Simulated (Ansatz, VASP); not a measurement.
**BN in VASP and in Ansatz**

The input INCAR:

```
SYSTEM = BN
  PREC = Accurate
  ENCUT = 520
  EDIFF = 1E-6
  ISMEAR = -1
  SIGMA = 0.05
  LREAL = .False.
  LASPH = .True.
  NELM = 80
  ALGO = Normal
  ISIF = 2
  LWAVE = .False.
  LCHARG = .False.
  GGA = CA
  NBANDS = 16
```

KPOINTS

```
regular mesh
0
Gamma
  12 12 4
  0 0 0
```

File POSCAR:

```
BN
1.0
    2.4472412002      0.0000000000      0.0000000000
   -1.2236206001      2.1193730486      0.0000000000
    0.0000000000      0.0000000000      6.5002395416
N B
2 2
Direct
    0.6666666667      0.3333333333      0.2500000000
    0.3333333333      0.6666666667      0.7500000000
    0.6666666667      0.3333333333      0.7500000000
    0.3333333333      0.6666666667      0.2500000000
```

Contents of input.yaml:

```yaml
crystal:
  lattice:
    - [2.4472412002, 0.0, 0.0]
    - [-1.2236206001, 2.1193730486, 0.0]
    - [0.0, 0.0, 6.5002395416]
  atoms:
    - { symbol: "N", position: [0.6666666667, 0.3333333333, 0.25] }
    - { symbol: "N", position: [0.3333333333, 0.6666666667, 0.75] }
    - { symbol: B, position: [0.6666666667, 0.3333333333, 0.75] }
    - { symbol: B, position: [0.3333333333, 0.6666666667, 0.25] }
kpoints:
  mp_grid: { grid: [12, 12, 4] }
scf:
  occupations: { method: fermi_dirac, width: 0.05 }
hamiltonian:
  xc: lda
  pseudopotentials: { kind: all_electron, lapw: { basis_error: 0.002 } }
output:
  forces: true
  stress: true
  eigenvalues: true
```

Change from the starting cell: volume scaled by 0.94.

Alike in both runs: task single point; functional LDA; k mesh 12 × 12 × 4; occupations fermi-dirac, width 0.05 eV; no spin polarisation.

|  | VASP | Ansatz |
| --- | --- | --- |
| version | VASP 6.6.1 | Ansatz 0.2.0 |
| potentials or method | VASP PAW LDA potentials, release 64 (N, B), cutoff 520 eV | all-electron LAPW, scalar-relativistic |

```csv
,VASP,Ansatz,Ansatz less VASP
gap on the k mesh at the Fermi level (eV),4.14,4.15,+0.011
least direct gap on the mesh (eV),4.60,4.61,+0.010
pressure (GPa),14.2,13.9,-0.32
"traceless stress, the component that is largest in VASP (GPa)",-14.42,-13.90,+0.524
```

LDA's correlation is that of Perdew and Zunger in VASP and of Perdew and Wang (1992) in Ansatz. Ansatz ran all-electron here, and VASP with PAW potentials.
